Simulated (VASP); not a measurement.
## Hf3Ta2O: single point with PBE

Hf3Ta2O:

```
Hf Ta O
1.0
     4.09560    0.00000    0.00000
    -2.04780    3.54690    0.00000
     0.00000    0.00000    7.55049
Hf Ta O
3 2 1
Direct
  0.00000 0.00000 0.76816
  0.00000 0.00000 0.23184
  0.00000 0.00000 0.50000
  0.33333 0.66667 0.50000
  0.66667 0.33333 0.50000
  0.00000 0.00000 0.00000
```

The cell was built from a structure type or drawn by symmetry, and may not be a known phase.

| Property | Result |
| --- | --- |
| Program | VASP 6.6.1 |
| Task | single point |
| Functional | PBE |
| Potentials or basis | VASP PAW PBE potentials, release 64 (Hf_pv, Ta_pv, O) |
| Cutoff | 520 eV |
| k mesh | 6 × 6 × 2 |
| Occupations | gaussian, width 0.1 eV |
| Spin | no spin polarisation |

| Quantity | Value |
| --- | --- |
| Pressure | 86.9 GPa |
| Largest force | 5.435 eV/Å |
| Band gap on the k mesh | zero (bands 29 and 30 overlap by 0.84 eV) |

Forces on the atoms (eV/Å):
```
Hf   0.000  0.000  5.435
Hf   0.000  0.000 -5.435
Hf   0.000  0.000  0.000
Ta   0.000  0.000  0.000
Ta   0.000  0.000  0.000
O    0.000  0.000  0.000
```

Stress tensor (GPa, compression positive):
```
 74.97   0.00   0.00
  0.00  74.97   0.00
  0.00   0.00 110.67
```

Levels at points of the mesh, in eV from the Fermi level:
```
           k point  band 26  band 27  band 28  band 29  band 30  band 31  band 32  band 33
(0.00, 0.00, 0.00)    -3.11    -0.59    -0.59    -0.17     0.69     0.69     0.76     0.76
(0.50, 0.00, 0.00)    -2.28    -2.20    -0.52    -0.51     0.39     0.93     1.01     1.32
(0.00, 0.00, 0.50)    -3.13    -0.50    -0.50     0.12     0.12     0.76     0.76     2.32
(0.50, 0.00, 0.50)    -2.30    -2.20    -0.49    -0.33    -0.02     0.94     1.42     1.47
```

Run time: 38 s on 1 thread of Intel(R) Xeon(R) 6975P-C (Granite Rapids) (shared host), peak memory 0.23 GiB.

Caveat: the k points lie up to 0.42 Å⁻¹ apart, too coarse for converged energies and pressures of a metal; atoms lie so close that the PAW spheres overlap strongly, which falsifies energies and pressures; spin-orbit coupling is left out, which moves the levels of the heavy elements; forces of over 1 eV/Å act on the atoms, so gaps and moduli don't describe the material at rest.
